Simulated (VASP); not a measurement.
## PbS: relaxation of cell and atoms with PBE+D4

The system is PbS.

```
Pb S
1.0
     2.07995   -5.99130    0.00000
     2.07995    5.99130    0.00000
     0.00000    0.00000    4.27932
Pb S
2 2
Direct
  0.13056 0.86944 0.25000
  0.86944 0.13056 0.75000
  0.35480 0.64520 0.25000
  0.64520 0.35480 0.75000
```

```yaml
Program: VASP 6.6.1
Task: relaxation of cell and atoms
Functional: PBE
Dispersion: D4
Potentials_or_basis: VASP PAW PBE potentials, release 64 (Pb_d, S)
Cutoff: 600 eV
k_mesh: 7 × 7 × 6
Occupations: fermi-dirac, width 0.05 eV
Spin: no spin polarisation
Dipole_correction: no
Further_INCAR_settings: ALGO = Normal; EDIFF = 1e-06; IBRION = 2; EDIFFG = -0.01; NSW = 60; ISIF = 3
```

```
Relaxed volume                        : 25.54 Å³/atom
Relaxed cell                          : a = 6.166 Å, b = 6.166 Å, c = 4.276 Å, α = 90.00°, β = 90.00°, γ = 141.08°
Space group after relaxing (to 0.1 Å) : Cmcm (No. 63)
Energy gained by relaxing             : 5.4 meV/atom
Ionic steps                           : 17
Pressure after relaxing               : 0.0 GPa
Largest force after relaxing          : 0.007 eV/Å
Band gap on the k mesh                : 1.23 eV (least direct gap 1.32 eV)
Dispersion energy per atom            : -0.389 eV
```

Forces on the atoms (eV/Å):
```
Pb   0.000  0.001  0.000
Pb   0.000 -0.001  0.000
S    0.000 -0.007  0.000
S    0.000  0.007  0.000
```

Stress tensor (GPa, compression positive):
```
 0.05  0.00  0.00
 0.00  0.05  0.00
 0.00  0.00 -0.04
```

The path:
```tsv
step	energy change (eV)	largest force (eV/Å)	pressure (GPa)	volume (Å³)
1	0.0000	0.0951	-0.89	106.65
2	-0.0081	0.1573	0.08	104.38
3	-0.0082	0.1623	0.14	104.23
4	-0.0122	0.1026	0.06	103.88
5	-0.0157	0.0078	-0.03	103.30
6	-0.0193	0.0261	-0.07	103.00
7	-0.0206	0.0475	-0.08	102.71
8	-0.0206	0.0500	-0.08	102.68
9	-0.0211	0.0384	0.00	102.35
10	-0.0214	0.0274	0.08	102.04
11	-0.0214	0.0250	0.08	101.98
12	-0.0214	0.0208	0.13	101.86
13	-0.0214	0.0236	0.12	101.94
14	-0.0215	0.0394	-0.07	102.18
15	-0.0215	0.0299	-0.02	102.11
16	-0.0216	0.0214	-0.01	102.12
17	-0.0217	0.0070	0.02	102.14
```

Final structure:
```
Pb S
1.0
     2.05427   -5.81398    0.00000
     2.05427    5.81398    0.00000
     0.00000    0.00000    4.27615
Pb S
2 2
Direct
  0.12703 0.87297 0.25000
  0.87297 0.12703 0.75000
  0.35942 0.64058 0.25000
  0.64058 0.35942 0.75000
```

Levels at points of the mesh, in eV from the valence-band top:
| k point | band 16 | band 17 | band 18 | band 19 | band 20 | band 21 | band 22 | band 23 | band 24 |
| --- | --- | --- | --- | --- | --- | --- | --- | --- | --- |
| (0.00, 0.00, 0.00) | -3.10 | -2.31 | -1.75 | -1.53 | -0.59 | 4.62 | 4.74 | 5.00 | 5.55 |
| (0.00, 0.00, 0.50) | -2.90 | -1.11 | -1.11 | -0.01 | -0.01 | 1.83 | 1.83 | 2.79 | 2.79 |

Run time: 34 min on 1 thread of Intel(R) Xeon(R) Platinum 8488C (Sapphire Rapids), with other jobs on the host, peak memory 0.43 GiB.

Caveat: spin-orbit coupling is left out, which moves the levels of the heavy elements. A k mesh can miss the band edges.
